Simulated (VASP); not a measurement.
# CdSe (F-43m) in VASP: further runs, part 2 of 2

VASP 6.6.1. Earlier steps stand in the parts before.

## 3. Single point, PBEsol

Contents of INCAR:

```
SYSTEM = CdSe
PREC     = Accurate       ! precision mode
ENCUT    = 520            ! plane-wave cutoff, eV
EDIFF    = 1E-6           ! SCF threshold, eV
ISMEAR   = 0              ! smearing method
SIGMA    = 0.01           ! smearing width, eV
LREAL    = .False.        ! projectors in reciprocal space
LASPH    = .True.         ! aspherical terms in the spheres
NELM     = 100            ! most SCF steps
ALGO     = Normal         ! electronic algorithm
ISIF     = 2              ! what is computed and relaxed
LWAVE    = .False.        ! write WAVECAR
LCHARG   = .True.         ! write CHGCAR
GGA      = PS             ! functional
LELF     = .True.         ! ELF
LVHAR    = .True.       
NBANDS   = 16             ! bands
```

Contents of KPOINTS:

```
regular mesh
0
Gamma
  6 6 6
  0 0 0
```

Contents of POSCAR:

```
CdSe
1.0
    0.0000000000      3.0413470752      3.0413470752
    3.0413470752      0.0000000000      3.0413470752
    3.0413470752      3.0413470752      0.0000000000
Cd Se
1 1
Direct
    0.0000000000      0.0000000000      0.0000000000
    0.7500000000      0.7500000000      0.7500000000
```

Potentials or basis: VASP PAW PBE potentials, release 64 (Cd, Se).

Command:

```console
cat potpaw_PBE.64/Cd/POTCAR potpaw_PBE.64/Se/POTCAR > POTCAR
mpirun -np 1 vasp_std > vasp.out
```

OUTCAR:

```text
SYSTEM = CdSe
   PREC = Accurate
   ENCUT = 520
   EDIFF = 1E-6
   ISMEAR = 0
   LREAL = .False.
   LASPH = .True.
   NELM = 100
   ISIF = 2
   GGA = PS

 ion  position               nearest neighbor table
   1  0.000  0.000  0.000-   2 2.63   2 2.63   2 2.63   2 2.63
   2  0.750  0.750  0.750-   1 2.63   1 2.63   1 2.63   1 2.63

  LATTYP: Found a face centered cubic cell.
 ALAT       =     6.0826941504

  Lattice vectors:

 A1 = (   0.0000000000,   3.0413470752,   3.0413470752)
[... 478 lines left out ...]

------------------------ aborting loop because EDIFF is reached ----------------------------------------

  FORCE on cell =-STRESS in cart. coord.  units (eV):
  Direction    XX          YY          ZZ          XY          YZ          ZX
  --------------------------------------------------------------------------------------
  -------------------------------------------------------------------------------------
  Total        0.1140834      0.1140834      0.1140834      0.0000000      0.0000000      0.0000000
  in kB        3.2486676      3.2486676      3.2486676      0.0000000      0.0000000      0.0000000
  external PRESSURE =       3.2486676 kB  Pullay stress =       0.0000000 kB

 VOLUME and BASIS-vectors are now :
 -----------------------------------------------------------------------------
  energy-cutoff  :      520.00
  volume of cell :       56.26
      direct lattice vectors                 reciprocal lattice vectors
     0.000000000  3.041347075  3.041347075    -0.164400835  0.164400835  0.164400835
     3.041347075  0.000000000  3.041347075     0.164400835 -0.164400835  0.164400835
     3.041347075  3.041347075  0.000000000     0.164400835  0.164400835 -0.164400835

 POSITION                                       TOTAL-FORCE (eV/Angst)
 -----------------------------------------------------------------------------------
      0.00000      0.00000      0.00000        -0.000000     -0.000000      0.000000
      4.56202      4.56202      4.56202         0.000000      0.000000     -0.000000
 -----------------------------------------------------------------------------------
    total drift:                                0.000000      0.000000      0.000000

  FREE ENERGIE OF THE ION-ELECTRON SYSTEM (eV)
  ---------------------------------------------------
  free  energy   TOTEN  =        -6.1725149596 eV

  energy  without entropy=       -6.1725149596  energy(sigma->0) =       -6.17251496
```

OSZICAR:

```text
N       E                     dE             d eps       ncg     rms          rms(c)
DAV:   1     0.103512916174E+03    0.10351E+03   -0.87136E+03   528   0.100E+03
DAV:   2    -0.269727475830E+01   -0.10621E+03   -0.10049E+03   632   0.246E+02
DAV:   3    -0.653829254569E+01   -0.38410E+01   -0.38360E+01   616   0.478E+01
DAV:   4    -0.655393319041E+01   -0.15641E-01   -0.15640E-01   632   0.310E+00
DAV:   5    -0.655402650185E+01   -0.93311E-04   -0.93311E-04   640   0.210E-01    0.597E+00
DAV:   6    -0.619709307447E+01    0.35693E+00   -0.56672E-01   720   0.977E+00    0.481E+00
DAV:   7    -0.617380998307E+01    0.23283E-01   -0.13185E-01   600   0.249E+00    0.217E+00
DAV:   8    -0.617257223634E+01    0.12377E-02   -0.13470E-02   552   0.142E+00    0.225E-01
DAV:   9    -0.617247065016E+01    0.10159E-03   -0.14264E-03   600   0.511E-01    0.430E-02
DAV:  10    -0.617248985388E+01   -0.19204E-04   -0.14818E-04   600   0.158E-01    0.373E-02
DAV:  11    -0.617251549437E+01   -0.25640E-04   -0.46190E-05   608   0.498E-02    0.160E-02
DAV:  12    -0.617251495955E+01    0.53482E-06   -0.16957E-06   488   0.171E-02
   1 F= -.61725150E+01 E0= -.61725150E+01  d E =-.448433E-67
```

Run time: 13 s. Hardware: 1 thread of Intel Xeon 6975P-C, shared host; peak memory 0.18 GiB.

What came out:

| Item | Value |
| --- | --- |
| Free energy | -6.1725 eV |
| Pressure | 0.3 GPa |
| Band gap on the k mesh | 0.48 eV, direct |

Caveat: the PAW data sets were made with another functional, which shifts forces and pressure a little.

## 4. Single point, PBEsol

This run uses another cell than the first one, of 27.71 Å³/atom, 0.985 times its volume.

Contents of INCAR:

```
SYSTEM = CdSe
  PREC = Accurate
  ENCUT = 520
  EDIFF = 1E-7
  ISMEAR = 0
  SIGMA = 0.01
  LREAL = .FALSE.
  LASPH = .TRUE.
  NELM = 80
  ALGO = Normal
  ISIF = 2
  LWAVE = .FALSE.
  LCHARG = .FALSE.
  GGA = PS
  NBANDS = 16
```

Contents of KPOINTS:

```
Automatic mesh
0
G
  6 6 6
  0 0 0
```

Contents of POSCAR:

```
CdSe
1.0
    0.0000000000      3.0261403398      3.0261403398
    3.0261403398      0.0000000000      3.0261403398
    3.0261403398      3.0261403398      0.0000000000
Cd Se
1 1
Direct
    0.0000000000      0.0000000000      0.0000000000
    0.7500000000      0.7500000000      0.7500000000
```

Command:

```console
cat potpaw_PBE.64/Cd/POTCAR potpaw_PBE.64/Se/POTCAR > POTCAR
mpirun -np 1 vasp_std > vasp.out
```

Wall time 13 s (1 thread of Intel Xeon 6975P-C, shared host); peak memory 0.18 GiB.

Results (log left out):

| Quantity | Value |
| --- | --- |
| Free energy | -6.1686 eV |
| Pressure | 1.2 GPa |
| Band gap on the k mesh | 0.51 eV, direct |

Levels at points of the mesh, in eV from the valence-band top:
```tsv
k point	band 7	band 8	band 9	band 10	band 11	band 12
(0.00, 0.00, 0.00)	0.00	0.00	0.00	0.51	5.85	5.85
(0.50, 0.00, 0.00)	-4.54	-0.78	-0.78	2.30	6.36	6.36
(0.50, 0.50, 0.00)	-4.20	-1.93	-1.93	2.97	3.68	9.05
```

Caveat: the PAW data sets were made with another functional, which shifts forces and pressure a little. PBEsol gaps usually lie below the measured ones, often by a third to a half.

## 5. Single point, PBEsol

This run uses another cell than the first one, of 28.56 Å³/atom, 1.015 times its volume.

Contents of INCAR:

```
  PREC = Accurate
  ENCUT = 520
  EDIFF = 1E-6
  ISMEAR = 0
  SIGMA = 0.01
  LREAL = F
  LASPH = T
  NELM = 100
  ALGO = Normal
  ISIF = 2
  LWAVE = F
  LCHARG = F
  GGA = PS
  NBANDS = 16
```

Contents of KPOINTS:

```
Automatic mesh
0
Gamma
  6 6 6
```

Contents of POSCAR:

```
CdSe
1.0
    0.0000000000      3.0565538106      3.0565538106
    3.0565538106      0.0000000000      3.0565538106
    3.0565538106      3.0565538106      0.0000000000
Cd Se
1 1
Direct
    0.0000000000      0.0000000000      0.0000000000
    0.7500000000      0.7500000000      0.7500000000
```

Command:

```console
cat potpaw_PBE.64/Cd/POTCAR potpaw_PBE.64/Se/POTCAR > POTCAR
mpirun -np 1 vasp_std > vasp.out
```

It took 10 s on 1 thread of Intel Xeon 6975P-C, shared host; peak memory 0.18 GiB.

It converged, with:

```yaml
Free_energy: -6.1722 eV
Pressure: -0.5 GPa
Band_gap_on_the_k_mesh: 0.45 eV, direct
```

Levels at points of the mesh, in eV from the valence-band top:
| k point | band 5 | band 6 | band 7 | band 8 | band 9 | band 10 | band 11 | band 12 | band 13 | band 14 |
| --- | --- | --- | --- | --- | --- | --- | --- | --- | --- | --- |
| (0.00, 0.00, 0.00) | -7.50 | -7.50 | 0.00 | 0.00 | 0.00 | 0.45 | 5.85 | 5.85 | 5.85 | 9.53 |
| (0.50, 0.00, 0.00) | -7.48 | -7.22 | -4.36 | -0.74 | -0.74 | 2.27 | 6.36 | 6.36 | 7.24 | 9.83 |
| (0.50, 0.50, 0.00) | -7.44 | -7.16 | -4.06 | -1.83 | -1.83 | 3.03 | 3.66 | 8.91 | 10.04 | 10.04 |

Caveat: the PAW data sets were made with another functional, which shifts forces and pressure a little.

## 6. Overview

```tsv
cell	gap on the mesh (eV)	pressure (GPa)
a = 4.301 Å, angles 60.0°, 2 atoms	0.48	0.3
a = 4.280 Å, angles 60.0°, 2 atoms	0.51	1.2
a = 4.323 Å, angles 60.0°, 2 atoms	0.45	-0.5
```

Alike in all rows: task single point; level PBEsol; potentials or basis VASP PAW PBE potentials, release 64 (Cd, Se); no spin polarisation; k mesh 6 × 6 × 6; cutoff (eV) 520; smearing gaussian 0.01 eV.

Caveats: the PAW data sets were made with another functional, which shifts forces and pressure a little.

Total energies depend on the potentials used, so only differences within one code and one set of settings carry meaning.
